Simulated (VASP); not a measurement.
MgS:

```
Mg S
1.0
     2.74478   -3.33488    0.00000
     2.74478    3.33488    0.00000
    -2.50071    0.00000    4.98496
Mg S
2 2
Direct
  0.78957 0.79575 0.77689
  0.20425 0.21043 0.22311
  0.56421 0.19621 0.61793
  0.80379 0.43579 0.38207
```

The cell was built from a structure type or drawn by symmetry, and may not be a known phase.

| Property | Result |
| --- | --- |
| Program | VASP 6.6.1 |
| Task | relaxation of cell and atoms |
| Functional | PBE |
| Potentials or basis | VASP PAW PBE potentials, release 64 (Mg, S) |
| Cutoff | 600 eV |
| k mesh | 4 × 4 × 4 |
| Occupations | gaussian, width 0.1 eV |
| Spin | no spin polarisation |

At the start: pressure 10.5 GPa; volume 22.81 Å³/atom.

Q: Where does the relaxation end?

A: Over 37 steps the energy falls by 1333.5 meV/atom and the volume is 17.79 Å³/atom (-22.0 %); space group C2 (No. 5, to 0.1 Å) before, Fm-3m (No. 225, to 0.1 Å).

The path:
```
step  energy change (eV)  largest force (eV/Å)  pressure (GPa)  volume (Å³)
   1              0.0000                1.5312           10.51        91.26
   2             -0.8647                0.7712           -1.75       112.18
   3             -0.8652                0.7618           -1.56       111.59
   4             -1.0454                0.7535           -1.30       109.49
   5             -1.2581                1.8986            0.30       104.09
   6             -1.3794                2.1339            0.07       103.37
   7             -1.8202                2.8534           -0.62       101.03
   8             -2.8222                3.1749           -1.69        95.72
   9             -3.3875                1.8830            0.40        82.89
  10             -3.4800                2.5297           -0.67        86.52
  11             -3.6770                1.9970           -1.00        85.58
  12             -3.9016                0.6435           -0.95        83.05
  13             -4.0818                0.5788           -0.96        82.84
  14             -4.4997                0.4516           -0.72        82.01
  15             -4.7955                0.5567            0.74        79.41
  16             -4.7993                0.5242            0.50        79.78
  17             -4.8754                0.4344           -0.68        80.05
  18             -4.9578                0.4340           -2.54        80.51
  19             -5.0437                0.4990           -1.32        78.01
  20             -5.1016                0.5786            1.31        74.39
  21             -5.1635                0.3224            0.95        73.93
  22             -5.1663                0.2461            0.97        73.80
  23             -5.1839                0.1957           -0.42        74.97
  24             -5.1858                0.1788           -1.00        75.52
  25             -5.1985                0.1770           -0.56        74.78
  26             -5.2116                0.2304            0.60        73.09
  27             -5.2213                0.2262            0.49        72.95
  28             -5.2480                0.2345            0.22        72.53
  29             -5.2823                0.2886            0.06        71.63
  30             -5.2824                0.3089            0.17        71.31
  31             -5.2834                0.2988            0.10        71.47
  32             -5.3029                0.2581           -0.02        71.44
  33             -5.3078                0.2541            0.02        71.40
  34             -5.3193                0.1983           -0.04        71.44
  35             -5.3307                0.0876           -0.12        71.51
  36             -5.3338                0.0403            0.16        71.22
  37             -5.3339                0.0350            0.22        71.17
```

Final structure:
```yaml
crystal:
  lattice:
    - [2.54894, -2.61555, 0.58728]
    - [2.54894, 2.61555, 0.58728]
    - [-1.16116, 0.00000, 5.07001]
  atoms:
    - { symbol: Mg, position: [0.83889, 0.65602, 0.75020] }
    - { symbol: Mg, position: [0.34398, 0.16111, 0.24980] }
    - { symbol: S, position: [0.33818, 0.15924, 0.74988] }
    - { symbol: S, position: [0.84076, 0.66182, 0.25012] }
```

Caveat: the volume moved by over 15 % at a fixed basis, so the end points are rough.
